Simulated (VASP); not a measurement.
# HgS2 (C2/m) in VASP: further runs

HgS2 is run at these levels: PBE; tasks: single point, relaxation of cell and atoms.

Program: VASP 6.6.1. These are calculated values, not measurements. Logs are shortened: lines on timing, memory, paths and dates and some standing lists are left out, and cuts for length are marked.

### Step 1. The cell of the first run

It takes space group C2/m (No. 12, monoclinic). Conventional cell: a = 6.794 Å, b = 3.921 Å, c = 6.692 Å, α = 90.00°, β = 109.55°, γ = 90.00°. Within 3.5 Å of Hg (site symmetry 2/m) lie 6 S at 2.68 to 2.72 Å. Within 3.5 Å of S (site symmetry m) lie 3 Hg at 2.68 to 2.72 Å.

### Step 2. Single point, PBE

The input, INCAR:

```
SYSTEM = HgS2
  PREC = Accurate
  ENCUT = 520
  EDIFF = 1E-6
  ISMEAR = 0
  SIGMA = 0.1
  LREAL = .False.
  LASPH = .True.
  NELM = 60
  ALGO = Normal
  ISIF = 2
  LWAVE = .False.
  LCHARG = .False.
  GGA = PE
  NBANDS = 19
```

The input, KPOINTS:

```
Automatic mesh
0
Gamma
  6 6 4
  0 0 0
```

The input, POSCAR:

```
HgS2
1.0
    3.3968977994     -1.9607027315      0.0000000000
    3.3968977994      1.9607027315      0.0000000000
   -2.2397759244      0.0000000000      6.3059505191
Hg S
1 2
Direct
    0.0000000000      0.0000000000      0.0000000000
    0.7380000000      0.7380000000      0.2310000000
    0.2620000000      0.2620000000      0.7690000000
```

Potentials or basis: VASP PAW PBE potentials, release 64 (Hg, S).

Launch:

```bash
$ cat potpaw_PBE.64/Hg/POTCAR potpaw_PBE.64/S/POTCAR > POTCAR
$ mpirun -np 1 vasp_std > vasp.out
```

OUTCAR:

```text
SYSTEM = HgS2
   PREC = Accurate
   ENCUT = 520
   EDIFF = 1E-6
   ISMEAR = 0
   LREAL = .False.
   LASPH = .True.
   NELM = 60
   ISIF = 2
   GGA = PE

 ion  position               nearest neighbor table
   1  0.000  0.000  0.000-   2 2.68   2 2.68   3 2.68   3 2.68   2 2.72   3 2.72
   2  0.738  0.738  0.231-   1 2.68   1 2.68   1 2.72
   3  0.262  0.262  0.769-   1 2.68   1 2.68   1 2.72

  LATTYP: Found a base centered monoclinic cell.
 ALAT       =     6.7937955988
 B/A-ratio  =     0.5772039217
 C/A-ratio  =     0.9850025761
 COS(beta)  =    -0.3346992424

  Lattice vectors:

 A1 = (   3.3968977994,  -1.9607027315,   0.0000000000)
 A2 = (   3.3968977994,   1.9607027315,   0.0000000000)
 A3 = (  -2.2397759244,   0.0000000000,   6.3059505191)

Analysis of symmetry for initial positions (statically):
=====================================================================
 Subroutine PRICEL returns:
 Original cell was already a primitive cell.

 Routine SETGRP: Setting up the symmetry group for a
 base centered monoclinic supercell.

 Subroutine GETGRP returns: Found  4 space group operations
 (whereof  4 operations were pure point group operations)
 out of a pool of  4 trial point group operations.

The static configuration has the point symmetry C_2h.

Analysis of symmetry for dynamics (positions and initial velocities):
=====================================================================
 Subroutine PRICEL returns:
 Original cell was already a primitive cell.

 Routine SETGRP: Setting up the symmetry group for a
 base centered monoclinic supercell.

 Subroutine GETGRP returns: Found  4 space group operations
 (whereof  4 operations were pure point group operations)
 out of a pool of  4 trial point group operations.

The dynamic configuration has the point symmetry C_2h.

 Subroutine INISYM returns: Found  4 space group operations
 (whereof  4 operations are pure point group operations),
 and found     1 'primitive' translations

----------------------------------------------------------------------------------------

                                     Primitive cell

  volume of cell :      83.9991

  direct lattice vectors                    reciprocal lattice vectors
     3.396897799 -1.960702732  0.000000000     0.147193124 -0.255010610  0.052280717
     3.396897799  1.960702732  0.000000000     0.147193124  0.255010610  0.052280717
    -2.239775924  0.000000000  6.305950519     0.000000000  0.000000000  0.158580375

  length of vectors
     3.922151178  3.922151178  6.691906166     0.299047656  0.299047656  0.158580375

  position of ions in fractional coordinates (direct lattice)
     0.000000000  0.000000000  0.000000000
     0.738000000  0.738000000  0.231000000
     0.262000000  0.262000000  0.769000000

  ion indices of the primitive-cell ions
   primitive index   ion index
                 1           1
                 2           2
                 3           3

----------------------------------------------------------------------------------------

 KPOINTS: Automatic mesh

Automatic generation of k-mesh.
 Grid dimensions read from file:
 generate k-points for:    6    6    4

 Generating k-lattice:

  Cartesian coordinates                     Fractional coordinates (reciprocal lattice)
     0.024532187 -0.042501768  0.008713453     0.166666667  0.000000000 -0.000000000
     0.024532187  0.042501768  0.008713453     0.000000000  0.166666667 -0.000000000
     0.000000000  0.000000000  0.039645094     0.000000000  0.000000000  0.250000000

  Length of vectors
     0.049841276  0.049841276  0.039645094

  Shift w.r.t. Gamma in fractional coordinates (k-lattice)
     0.000000000  0.000000000  0.000000000

 Subroutine IBZKPT returns following result:
 ===========================================

 Found     47 irreducible k-points:

 Following reciprocal coordinates:
            Coordinates               Weight
  0.000000  0.000000  0.000000      1.000000
  0.166667  0.000000  0.000000      4.000000
  0.333333 -0.000000  0.000000      4.000000
  0.500000  0.000000  0.000000      2.000000
  0.166667  0.166667  0.000000      2.000000
  0.333333  0.166667  0.000000      4.000000
[... 16 lines left out ...]
 -0.333333  0.166667  0.250000      4.000000
 -0.166667  0.166667  0.250000      4.000000
 [... further k-points ...]
   k-points           NKPTS =     47   k-points in BZ     NKDIM =     47   number of bands    NBANDS=     19
   number of dos      NEDOS =    301   number of ions     NIONS =      3
   total plane-waves  NPLWV =  45000
   dimension x,y,z NGX =    30 NGY =   30 NGZ =   50
   dimension x,y,z NGXF=    60 NGYF=   60 NGZF=  100
   ions per type =               1   2
   NGX,Y,Z   is equivalent  to a cutoff of  12.72, 12.72, 12.42 a.u.
   NGXF,Y,Z  is equivalent  to a cutoff of  25.43, 25.43, 24.84 a.u.
 SYSTEM =  HgS2
   PREC   = accura    normal or accurate (medium, high low for compatibility)
   ISTART =      0    job   : 0-new  1-cont  2-samecut
   ICHARG =      2    charge: 1-file 2-atom 10-const
   ISPIN  =      1    spin polarized calculation?
   LNONCOLLINEAR =      F non collinear calculations
   LSORBIT =      F    spin-orbit coupling
   LASPH  =      T    aspherical Exc in radial PAW
   ENCUT  =  520.0 eV  38.22 Ry    6.18 a.u.   7.29  7.29 12.44*2*pi/ulx,y,z
   NELM   =     60;   NELMIN=  2; NELMDL= -5     # of ELM steps
   EDIFF  = 0.1E-05   stopping-criterion for ELM
   LREAL  =      F    real-space projection
   EDIFFG = 0.1E-04   stopping-criterion for IOM
   NSW    =      0    number of steps for IOM
   IBRION =     -1    ionic relax: 0-MD 1-quasi-New 2-CG
   NFREE  =      0    steps in history (QN), initial steepest desc. (CG)
   ISIF   =      2    stress and relaxation
   ISYM   =      2    0-nonsym 1-usesym 2-fastsym
   POTIM  = 0.5000    time-step for ionic-motion
   TEBEG  =    0.0;   TEEND  =   0.0 temperature during run
   PSTRESS=    0.0 pullay stress
   NELECT =      24.0000    total number of electrons
   NUPDOWN=      -1.0000    fix difference up-down
   EMIN   =  10.00;   EMAX   =-10.00  energy-range for DOS
   EFERMI =   0.00;   METHOD = LEGACY
   ISMEAR =     0;   SIGMA  =   0.10  broadening in eV -4-tet -1-fermi 0-gaus
   EFERMI_NEDOS =   21; number of points for ismear=-14 and -15
   IALGO  =     38    algorithm
   IMIX   =      4    mixing-type and parameters
     AMIX     =   0.40;   BMIX     =  1.00
     AMIX_MAG =   1.60;   BMIX_MAG =  1.00
  volume/ion in A,a.u.               =      28.00       188.95
  Fermi-wavevector in a.u.,A,eV,Ry     =   1.078252  2.037601 15.818509  1.162628
  Thomas-Fermi vector in A             =   2.214186
   LORBIT       =      0    0 simple, 1 ext, 2 COOP (PROOUT), +10 PAW based schemes
   GGA     = PE    functional components
   LHFCALC =     F    Hartree Fock is set to
   AEXX    =    0.0000 exact exchange contribution
   IVDW    =     0    specifies the selected vdW correction
   LEPSILON=     F    determine dielectric tensor
   LRPA    =     F    only Hartree local field effects (RPA)
 non-spin polarized calculation
 Gauss-broadening in eV      SIGMA  =   0.10
  energy-cutoff  :      520.00
  volume of cell :       84.00
 maximum number of plane-waves:      2287
 NGX is ok and might be reduce to    30
   NGX = 15   NGY = 15   NGZ = 25

 number of electron      24.0000000 magnetization

 Free energy of the ion-electron system (eV)
  ---------------------------------------------------
  ext. energy  EPLUGINS =         0.00000000
  ---------------------------------------------------
  free energy    TOTEN  =        -6.59894407 eV

  energy without entropy =       -6.57385471  energy(sigma->0) =       -6.58639939

 E-fermi :   0.8159     XC(G=0):  -8.5880

 val. band max:        0.7914795458   @ k =   0.5000   0.3333   0.5000
 cond. band min:       0.8209619029   @ k =   0.1667   0.1667   0.0000
 fundamental gap:      0.0294823571
 Fermi energy:         0.8158667402

 k-point     1 :       0.0000    0.0000    0.0000
  band No.  band energies     occupation
      1     -11.7867      2.00000
      2     -10.6241      2.00000
      3      -6.0015      2.00000
      4      -5.9336      2.00000
      5      -5.7087      2.00000
      6      -5.3190      2.00000
[... 11 lines left out ...]
     18       9.6639      0.00000
     19      11.2720      0.00000

 k-point     2 :       0.1667    0.0000    0.0000
  band No.  band energies     occupation
      1     -11.5906      2.00000
      2     -10.6633      2.00000
      3      -5.8880      2.00000
      4      -5.8237      2.00000
      5      -5.5959      2.00000
      6      -5.3565      2.00000
[... 11 lines left out ...]
     18      10.1175      0.00000
     19      10.4355      0.00000

 k-point     3 :       0.3333   -0.0000    0.0000
  band No.  band energies     occupation
      1     -11.1477      2.00000
      2     -10.7288      2.00000
      3      -5.7908      2.00000
      4      -5.6901      2.00000
      5      -5.3996      2.00000
      6      -5.2612      2.00000
[... 11 lines left out ...]
     18       9.5130      0.00000
     19       9.6909      0.00000

 k-point     4 :       0.5000    0.0000    0.0000
  band No.  band energies     occupation
      1     -10.9243      2.00000
      2     -10.7188      2.00000
      3      -5.7882      2.00000
      4      -5.7819      2.00000
      5      -5.3806      2.00000
      6      -5.1390      2.00000
[... 11 lines left out ...]
     18       9.4386      0.00000
     19      10.0664      0.00000

 k-point     5 :       0.1667    0.1667    0.0000
  band No.  band energies     occupation
      1     -11.5880      2.00000
      2     -10.6685      2.00000
      3      -5.9398      2.00000
      4      -5.8017      2.00000
      5      -5.5971      2.00000
      6      -5.3422      2.00000
[... 11 lines left out ...]
     18      10.2070      0.00000
     19      10.3190      0.00000
[... 334 lines left out ...]
      2     -10.7908      2.00000
      3      -5.8310      2.00000
      4      -5.6636      2.00000
      5      -5.4564      2.00000
      6      -5.3404      2.00000
[... 11 lines left out ...]
     18       9.1863      0.00000
     19       9.8276      0.00000

 k-point    22 :       0.5000    0.1667    0.2500
  band No.  band energies     occupation
      1     -10.8723      2.00000
      2     -10.7794      2.00000
      3      -5.7209      2.00000
      4      -5.6357      2.00000
      5      -5.3327      2.00000
      6      -5.2509      2.00000
[... 11 lines left out ...]
     18       9.5335      0.00000
     19      10.2136      0.00000

 k-point    23 :      -0.3333    0.1667    0.2500
  band No.  band energies     occupation
      1     -10.8789      2.00000
      2     -10.7738      2.00000
      3      -5.7382      2.00000
      4      -5.6261      2.00000
      5      -5.3081      2.00000
      6      -5.2320      2.00000
[... 11 lines left out ...]
     18       9.4863      0.00000
     19      10.2422      0.00000

 k-point    24 :      -0.1667    0.1667    0.2500
  band No.  band energies     occupation
      1     -11.2287      2.00000
      2     -10.7585      2.00000
      3      -5.7869      2.00000
      4      -5.6441      2.00000
      5      -5.4421      2.00000
      6      -5.3450      2.00000
[... 11 lines left out ...]
     18       9.3954      0.00000
     19      10.0179      0.00000

 [... further k-points ...]
[... 5 lines left out ...]
  --------------------------------------------------------------------------------------
  -------------------------------------------------------------------------------------
  Total       -1.9369868     -2.2841310     -1.8812541      0.0000000      0.0000000     -0.1136319
  in kB      -36.9455764    -43.5669141    -35.8825468      0.0000000      0.0000000     -2.1673841
  external PRESSURE =     -38.7983458 kB  Pullay stress =       0.0000000 kB

 VOLUME and BASIS-vectors are now :
 -----------------------------------------------------------------------------
  energy-cutoff  :      520.00
  volume of cell :       84.00
      direct lattice vectors                 reciprocal lattice vectors
     3.396897799 -1.960702732  0.000000000     0.147193124 -0.255010610  0.052280717
     3.396897799  1.960702732  0.000000000     0.147193124  0.255010610  0.052280717
    -2.239775924  0.000000000  6.305950519     0.000000000  0.000000000  0.158580375

 POSITION                                       TOTAL-FORCE (eV/Angst)
 -----------------------------------------------------------------------------------
      0.00000      0.00000      0.00000         0.000000      0.000000      0.000000
      4.49643      0.00000      1.45667        -0.049719      0.000000     -0.275900
      0.05759      0.00000      4.84928         0.049719      0.000000      0.275900
 -----------------------------------------------------------------------------------
    total drift:                               -0.000000      0.000000     -0.000000

  FREE ENERGIE OF THE ION-ELECTRON SYSTEM (eV)
  ---------------------------------------------------
  free  energy   TOTEN  =        -6.5989440744 eV

  energy  without entropy=       -6.5738547142  energy(sigma->0) =       -6.58639939
```

Run time: 61 s. Hardware: 1 thread of AMD EPYC 7R13 (Zen 3), shared host; peak memory 0.21 GiB.

Results:

| Quantity | Value |
| --- | --- |
| Free energy | -6.5989 eV |
| Pressure | -3.9 GPa |
| Largest force | 0.280 eV/Å |
| Band gap on the k mesh | zero (bands 12 and 13 overlap by 0.47 eV) |

Forces in eV/Å, atoms in the order of the input:
```
Hg   0.000  0.000  0.000
S   -0.050  0.000 -0.276
S    0.050  0.000  0.276
```

Stress tensor (GPa, compression positive):
```
-3.69  0.00 -0.22
 0.00 -4.36  0.00
-0.22  0.00 -3.59
```

Levels at points of the mesh, in eV from the Fermi level:
| k point | band 8 | band 9 | band 10 | band 11 | band 12 | band 13 | band 14 | band 15 | band 16 | band 17 |
| --- | --- | --- | --- | --- | --- | --- | --- | --- | --- | --- |
| (0.00, 0.00, 0.00) | -3.60 | -0.61 | -0.51 | -0.21 | 0.29 | 0.34 | 2.34 | 4.92 | 7.27 | 7.38 |
| (0.50, 0.00, 0.00) | -4.33 | -3.00 | -1.72 | -1.59 | -0.24 | 0.14 | 2.99 | 6.03 | 8.01 | 8.51 |
| (0.50, 0.50, 0.00) | -4.39 | -3.23 | -1.78 | -1.32 | 0.31 | 0.36 | 2.41 | 5.46 | 7.61 | 7.97 |
| (0.00, 0.00, 0.50) | -3.16 | -1.30 | -0.69 | -0.58 | 0.35 | 0.42 | 3.33 | 5.07 | 7.45 | 7.57 |
| (0.50, 0.00, 0.50) | -4.46 | -3.25 | -1.75 | -1.34 | 0.31 | 0.34 | 2.46 | 5.51 | 7.60 | 7.98 |
| (0.50, 0.50, 0.50) | -4.26 | -3.02 | -1.66 | -1.55 | -0.32 | 0.17 | 2.95 | 6.05 | 7.73 | 8.62 |

Caveat: the cell stands under tension; semilocal functionals underestimate gaps, and a narrow one can read as zero; spin-orbit coupling is left out, which moves the levels of the heavy elements; this functional lacks dispersion, which binds layers or chains, so the pressure and a relaxed spacing across them are unreliable.

(Part 1 of 2 ends here.)

The gap in the log of VASP goes by the Fermi energy; the results here count the filled bands.